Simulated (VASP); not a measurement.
# Al (Fm-3m) in VASP: further runs

Al is run at these levels: PBE; tasks: single point, relaxation of cell and atoms.

All numbers are computed with VASP 6.6.1; they aren't measurements. Logs are shortened: lines on timing, memory, paths and dates and some standing lists are left out, and cuts for length are marked.

## 1. The cell of the first run

It takes space group Fm-3m (No. 225, cubic). The conventional cell has a = 4.041 Å, b = 4.041 Å, c = 4.041 Å, α = 90.00°, β = 90.00°, γ = 90.00°. Al (site symmetry m-3m) has 12 Al at 2.86 Å within 3.8 Å.

## 2. Single point, PBE

The input, INCAR:

```
SYSTEM = Al
PREC = Accurate ; ENCUT = 520
EDIFF = 1E-7 ; ISMEAR = -1
SIGMA = 0.08 ; LREAL = .False.
LASPH = .True. ; NELM = 100
ALGO = Normal ; ISIF = 2
LWAVE = .False. ; LCHARG = .False.
GGA = PE ; NBANDS = 8
```

The input, KPOINTS:

```
Automatic mesh
0
Gamma
  18 18 18
  0 0 0
```

The input, POSCAR:

```
Al
1.0
    0.0000000000      2.0205472810      2.0205472810
    2.0205472810      0.0000000000      2.0205472810
    2.0205472810      2.0205472810      0.0000000000
Al
1
Direct
    0.0000000000      0.0000000000      0.0000000000
```

Potentials or basis: VASP PAW PBE potentials, release 64 (Al).

On the command line:

```
$ cat potpaw_PBE.64/Al/POTCAR > POTCAR
$ mpirun -np 1 vasp_std > vasp.out
```

OUTCAR:

```text
SYSTEM = Al
   PREC = Accurate
   ENCUT = 520
   EDIFF = 1E-7
   ISMEAR = -1
   LREAL = .False.
   LASPH = .True.
   NELM = 100
   ISIF = 2
   GGA = PE

 ion  position               nearest neighbor table
   1  0.000  0.000  0.000-

  LATTYP: Found a face centered cubic cell.
 ALAT       =     4.0410945620

  Lattice vectors:

 A1 = (   0.0000000000,   2.0205472810,   2.0205472810)
 A2 = (   2.0205472810,   0.0000000000,   2.0205472810)
 A3 = (   2.0205472810,   2.0205472810,   0.0000000000)

Analysis of symmetry for initial positions (statically):
=====================================================================
 Subroutine PRICEL returns:
 Original cell was already a primitive cell.

 Routine SETGRP: Setting up the symmetry group for a
 face centered cubic supercell.

 Subroutine GETGRP returns: Found 48 space group operations
 (whereof 48 operations were pure point group operations)
 out of a pool of 48 trial point group operations.

The static configuration has the point symmetry O_h .

Analysis of symmetry for dynamics (positions and initial velocities):
=====================================================================
 Subroutine PRICEL returns:
 Original cell was already a primitive cell.

 Routine SETGRP: Setting up the symmetry group for a
 face centered cubic supercell.

 Subroutine GETGRP returns: Found 48 space group operations
 (whereof 48 operations were pure point group operations)
 out of a pool of 48 trial point group operations.

The dynamic configuration has the point symmetry O_h .

 Subroutine INISYM returns: Found 48 space group operations
 (whereof 48 operations are pure point group operations),
 and found     1 'primitive' translations

----------------------------------------------------------------------------------------

                                     Primitive cell

  volume of cell :      16.4982

  direct lattice vectors                    reciprocal lattice vectors
     0.000000000  2.020547281  2.020547281    -0.247457708  0.247457708  0.247457708
     2.020547281  0.000000000  2.020547281     0.247457708 -0.247457708  0.247457708
     2.020547281  2.020547281  0.000000000     0.247457708  0.247457708 -0.247457708

  length of vectors
     2.857485368  2.857485368  2.857485368     0.428609324  0.428609324  0.428609324

  position of ions in fractional coordinates (direct lattice)
     0.000000000  0.000000000  0.000000000

  ion indices of the primitive-cell ions
   primitive index   ion index
                 1           1

----------------------------------------------------------------------------------------

 KPOINTS: Automatic mesh

Automatic generation of k-mesh.
 Grid dimensions read from file:
 generate k-points for:   18   18   18

 Generating k-lattice:

  Cartesian coordinates                     Fractional coordinates (reciprocal lattice)
    -0.013747650  0.013747650  0.013747650     0.055555556  0.000000000  0.000000000
     0.013747650 -0.013747650  0.013747650     0.000000000  0.055555556  0.000000000
     0.013747650  0.013747650 -0.013747650     0.000000000  0.000000000  0.055555556

  Length of vectors
     0.023811629  0.023811629  0.023811629

  Shift w.r.t. Gamma in fractional coordinates (k-lattice)
     0.000000000  0.000000000  0.000000000

 Subroutine IBZKPT returns following result:
 ===========================================

 Found    195 irreducible k-points:

 Following reciprocal coordinates:
            Coordinates               Weight
  0.000000  0.000000  0.000000      1.000000
  0.055556  0.000000  0.000000      8.000000
  0.111111  0.000000  0.000000      8.000000
  0.166667  0.000000  0.000000      8.000000
  0.222222  0.000000  0.000000      8.000000
  0.277778  0.000000  0.000000      8.000000
[... 16 lines left out ...]
 -0.277778  0.055556  0.000000     24.000000
 -0.222222  0.055556  0.000000     24.000000
 [... further k-points ...]
   k-points           NKPTS =    195   k-points in BZ     NKDIM =    195   number of bands    NBANDS=      8
   number of dos      NEDOS =    301   number of ions     NIONS =      1
   total plane-waves  NPLWV =  13824
   dimension x,y,z NGX =    24 NGY =   24 NGZ =   24
   dimension x,y,z NGXF=    48 NGYF=   48 NGZF=   48
   ions per type =               1
   NGX,Y,Z   is equivalent  to a cutoff of  13.96, 13.96, 13.96 a.u.
   NGXF,Y,Z  is equivalent  to a cutoff of  27.93, 27.93, 27.93 a.u.
 SYSTEM =  Al
   PREC   = accura    normal or accurate (medium, high low for compatibility)
   ISTART =      0    job   : 0-new  1-cont  2-samecut
   ICHARG =      2    charge: 1-file 2-atom 10-const
   ISPIN  =      1    spin polarized calculation?
   LNONCOLLINEAR =      F non collinear calculations
   LSORBIT =      F    spin-orbit coupling
   LASPH  =      T    aspherical Exc in radial PAW
   ENCUT  =  520.0 eV  38.22 Ry    6.18 a.u.   5.31  5.31  5.31*2*pi/ulx,y,z
   NELM   =    100;   NELMIN=  2; NELMDL= -5     # of ELM steps
   EDIFF  = 0.1E-06   stopping-criterion for ELM
   LREAL  =      F    real-space projection
   EDIFFG = 0.1E-05   stopping-criterion for IOM
   NSW    =      0    number of steps for IOM
   IBRION =     -1    ionic relax: 0-MD 1-quasi-New 2-CG
   NFREE  =      0    steps in history (QN), initial steepest desc. (CG)
   ISIF   =      2    stress and relaxation
   ISYM   =      2    0-nonsym 1-usesym 2-fastsym
   POTIM  = 0.5000    time-step for ionic-motion
   TEBEG  =    0.0;   TEEND  =   0.0 temperature during run
   PSTRESS=    0.0 pullay stress
   NELECT =       3.0000    total number of electrons
   NUPDOWN=      -1.0000    fix difference up-down
   EMIN   =  10.00;   EMAX   =-10.00  energy-range for DOS
   EFERMI =   0.00;   METHOD = LEGACY
   ISMEAR =    -1;   SIGMA  =   0.08  broadening in eV -4-tet -1-fermi 0-gaus
   EFERMI_NEDOS =   21; number of points for ismear=-14 and -15
   IALGO  =     38    algorithm
   IMIX   =      4    mixing-type and parameters
     AMIX     =   0.40;   BMIX     =  1.00
     AMIX_MAG =   1.60;   BMIX_MAG =  1.00
  volume/ion in A,a.u.               =      16.50       111.34
  Fermi-wavevector in a.u.,A,eV,Ry     =   0.927476  1.752676 11.703903  0.860213
  Thomas-Fermi vector in A             =   2.053550
   LORBIT       =      0    0 simple, 1 ext, 2 COOP (PROOUT), +10 PAW based schemes
   GGA     = PE    functional components
[... 5 lines left out ...]
 non-spin polarized calculation
  energy-cutoff  :      520.00
  volume of cell :       16.50
 maximum number of plane-waves:       459
 NGX is ok and might be reduce to    24

 number of electron       3.0000000 magnetization

 Free energy of the ion-electron system (eV)
  ---------------------------------------------------
  ext. energy  EPLUGINS =         0.00000000
  ---------------------------------------------------
  free energy    TOTEN  =        -3.74840570 eV

  energy without entropy =       -3.73882383  energy(sigma->0) =       -3.74361477

 E-fermi :   7.9902     XC(G=0): -10.1969

 val. band max:        7.9860633291   @ k =  -0.2778   0.2778   0.0556
 cond. band min:       7.9933062105   @ k =  -0.2778   0.5000   0.2222
 fundamental gap:      0.0072428813
 Fermi energy:         7.9902466704

 k-point     1 :       0.0000    0.0000    0.0000
  band No.  band energies     occupation
      1      -3.1339      2.00000
      2      20.6211      0.00000
      3      20.6211      0.00000
      4      20.6211      0.00000
      5      22.1138      0.00000
      6      22.1138      0.00000
      7      22.1138      0.00000
      8      24.4680      0.00000

 k-point     2 :       0.0556    0.0000    0.0000
  band No.  band energies     occupation
      1      -3.0500      2.00000
      2      19.1034      0.00000
      3      20.3091      0.00000
      4      20.3091      0.00000
      5      22.5565      0.00000
      6      22.5565      0.00000
      7      22.6888      0.00000
      8      25.3511      0.00000

 k-point     3 :       0.1111    0.0000    0.0000
  band No.  band energies     occupation
      1      -2.7985      2.00000
      2      16.8807      0.00000
      3      19.7975      0.00000
      4      19.7975      0.00000
      5      22.7519      0.00000
      6      23.4299      0.00000
      7      23.4299      0.00000
      8      25.9198      0.00000

 k-point     4 :       0.1667    0.0000    0.0000
  band No.  band energies     occupation
      1      -2.3804      2.00000
      2      14.6436      0.00000
      3      19.3519      0.00000
      4      19.3519      0.00000
      5      22.5895      0.00000
      6      24.0336      0.00000
      7      24.0336      0.00000
      8      25.2752      0.00000

 k-point     5 :       0.2222    0.0000    0.0000
  band No.  band energies     occupation
      1      -1.7971      2.00000
      2      12.4824      0.00000
      3      19.0246      0.00000
      4      19.0246      0.00000
      5      22.4191      0.00000
      6      23.2617      0.00000
      7      23.2617      0.00000
      8      26.2127      0.00000

 k-point     6 :       0.2778    0.0000    0.0000
  band No.  band energies     occupation
      1      -1.0507      2.00000
      2      10.4284      0.00000
      3      18.8293      0.00000
      4      18.8293      0.00000
      5      22.2694      0.00000
      6      22.2694      0.00000
      7      22.3203      0.00000
      8      26.2699      0.00000

 k-point     7 :       0.3333    0.0000    0.0000
  band No.  band energies     occupation
      1      -0.1436      2.00000
      2       8.4969      0.00354
      3      18.7712      0.00000
      4      18.7712      0.00000
      5      21.3648      0.00000
      6      21.3648      0.00000
      7      22.3331      0.00000
      8      25.3362      0.00000

 k-point     8 :       0.3889    0.0000    0.0000
  band No.  band energies     occupation
      1       0.9212      2.00000
      2       6.6975      2.00000
      3      18.8523      0.00000
      4      18.8523      0.00000
      5      20.5854      0.00000
      6      20.5854      0.00000
      7      22.4783      0.00000
      8      24.5021      0.00000

 k-point     9 :       0.4444    0.0000    0.0000
  band No.  band energies     occupation
      1       2.1394      2.00000
      2       5.0375      2.00000
      3      19.0738      0.00000
      4      19.0738      0.00000
      5      19.9421      0.00000
      6      19.9421      0.00000
      7      22.7649      0.00000
      8      23.7909      0.00000

 k-point    10 :       0.5000    0.0000    0.0000
  band No.  band energies     occupation
      1       3.4079      2.00000
      2       3.6215      2.00000
      3      19.4123      0.00000
      4      19.4123      0.00000
      5      19.4626      0.00000
      6      19.4626      0.00000
      7      23.1290      0.00000
      8      23.2835      0.00000
[... 78 lines left out ...]
 k-point    18 :       0.4444    0.0556    0.0000
  band No.  band energies     occupation
      1       1.7886      2.00000
      2       5.6445      2.00000
      3      17.8916      0.00000
      4      18.4854      0.00000
      5      19.3025      0.00000
      6      21.3595      0.00000
      7      23.6009      0.00000
      8      24.6095      0.00000

 k-point    19 :       0.5000    0.0556    0.0000
  band No.  band energies     occupation
      1       3.1001      2.00000
      2       4.0876      2.00000
      3      17.9245      0.00000
      4      18.2069      0.00000
      5      19.6320      0.00000
      6      20.8124      0.00000
      7      23.9172      0.00000
      8      24.0558      0.00000

 k-point    20 :      -0.4444    0.0556    0.0000
  band No.  band energies     occupation
      1       2.6493      2.00000
      2       4.5874      2.00000
      3      17.5072      0.00000
      4      18.6641      0.00000
      5      20.1050      0.00000
      6      20.4045      0.00000
      7      23.5170      0.00000
      8      24.4922      0.00000

 k-point    21 :      -0.3889    0.0556    0.0000
  band No.  band energies     occupation
      1       1.3827      2.00000
      2       6.1972      2.00000
      3      17.2347      0.00000
      4      19.2606      0.00000
      5      20.1390      0.00000
      6      20.7183      0.00000
      7      23.1870      0.00000
      8      25.1303      0.00000

 k-point    22 :      -0.3333    0.0556    0.0000
  band No.  band energies     occupation
      1       0.2668      2.00000
      2       7.9489      1.25273
      3      17.1072      0.00000
      4      19.9162      0.00000
      5      20.0935      0.00000
      6      21.4662      0.00000
      7      22.9971      0.00000
      8      25.8801      0.00000

 k-point    23 :      -0.2778    0.0556    0.0000
  band No.  band energies     occupation
      1      -0.6927      2.00000
      2       9.8339      0.00000
      3      17.1247      0.00000
      4      19.9959      0.00000
      5      20.8958      0.00000
      6      22.3306      0.00000
      7      22.9494      0.00000
      8      26.6706      0.00000

 k-point    24 :      -0.2222    0.0556    0.0000
  band No.  band energies     occupation
      1      -1.4925      2.00000
      2      11.8424      0.00000
      3      17.2867      0.00000
      4      20.1384      0.00000
      5      21.8841      0.00000
      6      22.9348      0.00000
      7      23.3821      0.00000
      8      25.5845      0.00000

 [... further k-points ...]
[... 5 lines left out ...]
  --------------------------------------------------------------------------------------
  -------------------------------------------------------------------------------------
  Total       -0.0048364     -0.0048364     -0.0048364      0.0000000      0.0000000      0.0000000
  in kB       -0.4696715     -0.4696715     -0.4696715      0.0000000      0.0000000      0.0000000
  external PRESSURE =      -0.4696715 kB  Pullay stress =       0.0000000 kB

 VOLUME and BASIS-vectors are now :
 -----------------------------------------------------------------------------
  energy-cutoff  :      520.00
  volume of cell :       16.50
      direct lattice vectors                 reciprocal lattice vectors
     0.000000000  2.020547281  2.020547281    -0.247457708  0.247457708  0.247457708
     2.020547281  0.000000000  2.020547281     0.247457708 -0.247457708  0.247457708
     2.020547281  2.020547281  0.000000000     0.247457708  0.247457708 -0.247457708

 POSITION                                       TOTAL-FORCE (eV/Angst)
 -----------------------------------------------------------------------------------
      0.00000      0.00000      0.00000         0.000000      0.000000      0.000000
 -----------------------------------------------------------------------------------
    total drift:                               -0.000000      0.000000      0.000000

  FREE ENERGIE OF THE ION-ELECTRON SYSTEM (eV)
  ---------------------------------------------------
  free  energy   TOTEN  =        -3.7484056979 eV

  energy  without entropy=       -3.7388238327  energy(sigma->0) =       -3.74361477
```

Wall time 14 s (1 thread of Intel Xeon Platinum 8488C (Sapphire Rapids), shared host); peak memory 0.14 GiB.

Results:

| Quantity | Value |
| --- | --- |
| Free energy | -3.7484 eV |
| Pressure | 0.0 GPa |

## 3. Relaxation of cell and atoms, PBE

The input, INCAR:

```
  PREC = Accurate
  ENCUT = 600
  EDIFF = 1E-6
  ISMEAR = -1
  SIGMA = 0.08
  LREAL = False
  LASPH = True
  NELM = 100
  ALGO = Normal
  ISIF = 3
  LWAVE = False
  LCHARG = False
  GGA = PE
  IBRION = 2
  NSW = 60
  EDIFFG = -0.005
```

The input, KPOINTS:

```
Automatic mesh
0
Gamma
  18 18 18
```

The input, POSCAR:

```
Al
1.0
    0.0000000000      2.0199666694      2.0199666694
    2.0199666694      0.0000000000      2.0199666694
    2.0199666694      2.0199666694      0.0000000000
Al
1
Direct
    0.0000000000      0.0000000000      0.0000000000
```

Potentials or basis: VASP PAW PBE potentials, release 64 (Al).

On the command line:

```
$ cat potpaw_PBE.64/Al/POTCAR > POTCAR
$ mpirun -np 1 vasp_std > vasp.out
```

Run time: 7 s. Hardware: 1 thread of Intel Xeon Platinum 8488C (Sapphire Rapids), shared host; peak memory 0.14 GiB.

The run converged. Its results:

```
Free energy             : -3.7485 eV
Pressure after relaxing : 0.0 GPa
```

Final structure:
```
Al
1.0
     0.00000    2.01997    2.01997
     2.01997    0.00000    2.01997
     2.01997    2.01997    0.00000
Al
1
Cartesian
  0.0000 0.0000 0.0000
```

Levels at points of the mesh, in eV from the Fermi level:
| k point | band 1 | band 2 | band 3 | band 4 |
| --- | --- | --- | --- | --- |
| (0.00, 0.00, 0.00) | -11.13 | 12.64 | 12.64 | 12.64 |
| (0.50, 0.00, 0.00) | -4.59 | -4.37 | 11.43 | 11.43 |
| (0.50, 0.50, 0.00) | -2.92 | -1.59 | 5.27 | 5.61 |

Caveat: the relaxation stopped at its first step, so nothing moved.

## 4. Single point, PBE

This run uses another cell than the first one: it holds 3 atoms, not 1.

The input, INCAR:

```
SYSTEM = Al
PREC     = Accurate       ! precision mode
ENCUT    = 520            ! plane-wave cutoff, eV
EDIFF    = 1E-6           ! SCF threshold, eV
ISMEAR   = -1             ! smearing method
SIGMA    = 0.08           ! smearing width, eV
LREAL    = .False.        ! projectors in reciprocal space
LASPH    = .True.         ! aspherical terms in the spheres
NELM     = 60             ! most SCF steps
ALGO     = Normal         ! electronic algorithm
ISIF     = 2              ! what is computed and relaxed
LWAVE    = .False.        ! write WAVECAR
LCHARG   = .True.         ! write CHGCAR
GGA      = PE             ! functional
LELF     = .True.         ! ELF
LVHAR    = .True.       
NBANDS   = 12             ! bands
```

The input, KPOINTS:

```
regular mesh
0
Gamma
  16 16 6
  0 0 0
```

The input, POSCAR:

```
Al
1.0
    0.0000000000      2.0205472810     -2.0205472810
   -2.0205472810      0.0000000000      2.0205472810
    4.0410945620      4.0410945620      4.0410945620
Al
3
Direct
    0.0000000000      0.0000000000      0.0000000000
    0.3333333330      0.6666666670      0.3333333330
    0.6666666670      0.3333333330      0.6666666670
```

On the command line:

```
$ cat potpaw_PBE.64/Al/POTCAR > POTCAR
$ mpirun -np 1 vasp_std > vasp.out
```

Run time: 47 s. Hardware: 1 thread of Intel Xeon Platinum 8488C (Sapphire Rapids), shared host; peak memory 0.21 GiB.

The run converged. Its results:

```
Free energy : -11.2590 eV
Pressure    : -0.1 GPa
```

Levels at points of the mesh, in eV from the Fermi level:
| k point | band 2 | band 3 | band 4 | band 5 | band 6 | band 7 |
| --- | --- | --- | --- | --- | --- | --- |
| (0.00, 0.00, 0.00) | -8.16 | -8.16 | 0.48 | 0.48 | 10.75 | 10.75 |
| (0.50, 0.00, 0.00) | -5.24 | -2.94 | -2.35 | -2.35 | -1.62 | 5.24 |
| (0.00, 0.00, 0.50) | -10.40 | -4.61 | -4.40 | 6.62 | 6.62 | 11.33 |
| (0.50, 0.00, 0.50) | -4.53 | -4.53 | -4.40 | 1.01 | 1.01 | 1.49 |

## 5. Single point, PBE

This run uses another cell than the first one: it holds 3 atoms, not 1.

The input, INCAR:

```
  PREC = Accurate
  ENCUT = 520
  EDIFF = 1E-6
  ISMEAR = -1
  SIGMA = 0.08
  LREAL = F
  LASPH = T
  NELM = 80
  ALGO = Normal
  ISIF = 2
  LWAVE = F
  LCHARG = F
  GGA = PE
  NBANDS = 12
```

The input, KPOINTS:

```
Automatic mesh
0
Gamma
  16 16 6
```

POSCAR is that of step 4.

On the command line:

```
$ cat potpaw_PBE.64/Al/POTCAR > POTCAR
$ mpirun -np 1 vasp_std > vasp.out
```

Run time: 44 s. Hardware: 1 thread of Intel Xeon Platinum 8488C (Sapphire Rapids), shared host; peak memory 0.22 GiB.

It converged, with:

```
Free energy : -11.2590 eV
Pressure    : -0.1 GPa
```

Levels at points of the mesh, in eV from the Fermi level:
```
           k point  band 2  band 3  band 4  band 5  band 6  band 7
(0.00, 0.00, 0.00)   -8.16   -8.16    0.48    0.48   10.75   10.75
(0.50, 0.00, 0.00)   -5.24   -2.94   -2.35   -2.35   -1.62    5.24
(0.00, 0.00, 0.50)  -10.40   -4.61   -4.40    6.62    6.62   11.33
(0.50, 0.00, 0.50)   -4.53   -4.53   -4.40    1.01    1.01    1.49
```

## 6. Summary

```tsv
task	cell	k mesh	cutoff (eV)	gap on the mesh (eV)	pressure (GPa)
single point	a = 2.857 Å, angles 60.0°, 1 atom	18 × 18 × 18	520	none	0.0
relaxation of cell and atoms	relaxed from a = 2.857 Å, angles 60.0°, 1 atom	18 × 18 × 18	600	none	0.0
single point	a = 2.857, b = 2.857, c = 6.999 Å, angles 90.0, 90.0, 120.0°, 3 atoms	16 × 16 × 6	520	none	-0.1
```

Alike in all rows: level PBE; potentials or basis VASP PAW PBE potentials, release 64 (Al); no spin polarisation; smearing fermi-dirac 0.08 eV.

Caveats: the relaxation stopped at its first step, so nothing moved (some runs).

Absolute energies hang on the potentials; compare differences alone.
